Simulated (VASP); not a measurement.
Pt: single point with r2SCAN

Pt:

```
Pt
1.0
    -1.56949    1.55379    1.56949
     1.56949   -1.55379    1.56949
     1.56949    1.55379   -1.56949
Pt
1
Cartesian
  0.0000 0.0000 0.0000
```

This cell differs from its parent crystal: strain -0.0100 x Voigt [0, 1, 0, 0, 0, 0].

```
Program                : VASP 6.6.1
Task                   : single point
Functional             : r2SCAN
Potentials or basis    : VASP PAW PBE potentials, release 64 (Pt)
Cutoff                 : 520 eV
k mesh                 : 26 × 26 × 26
Occupations            : gaussian, width 0.15 eV
Spin                   : no spin polarisation
Dipole correction      : no
Further INCAR settings : ALGO = Normal; EDIFF = 1e-07; NBANDS = 11
```

The pressure is 3.5 GPa and the band gap on the k mesh is zero (band 5 reaches 11.67 eV, above the bottom of band 6 at 9.23 eV).

Stress tensor (GPa, compression positive):
```
3.85 0.00 0.00
0.00 2.89 0.00
0.00 0.00 3.85
```

Levels at points of the mesh, in eV from the Fermi level:
| k point | band 3 | band 4 | band 5 | band 6 | band 7 | band 8 |
| --- | --- | --- | --- | --- | --- | --- |
| (0.00, 0.00, 0.00) | -3.77 | -3.77 | -1.24 | -1.12 | 18.00 | 18.00 |
| (0.50, 0.00, 0.00) | -1.32 | -0.81 | 0.35 | 1.16 | 6.92 | 14.02 |
| (0.00, 0.50, 0.00) | -1.43 | -0.88 | 0.29 | 1.14 | 6.82 | 14.14 |
| (0.50, 0.50, 0.50) | 0.57 | 0.57 | 0.60 | 8.07 | 8.07 | 8.40 |

Run time: 7 min on 1 thread of Intel Xeon 6975P-C, with other jobs on the host, peak memory 0.33 GiB.

Caveat: the cell differs from its parent crystal (strain -0.0100 x Voigt [0, 1, 0, 0, 0, 0]); the PAW data sets were made with another functional, which shifts forces and pressure a little; spin-orbit coupling is left out, which moves the levels of the heavy elements.
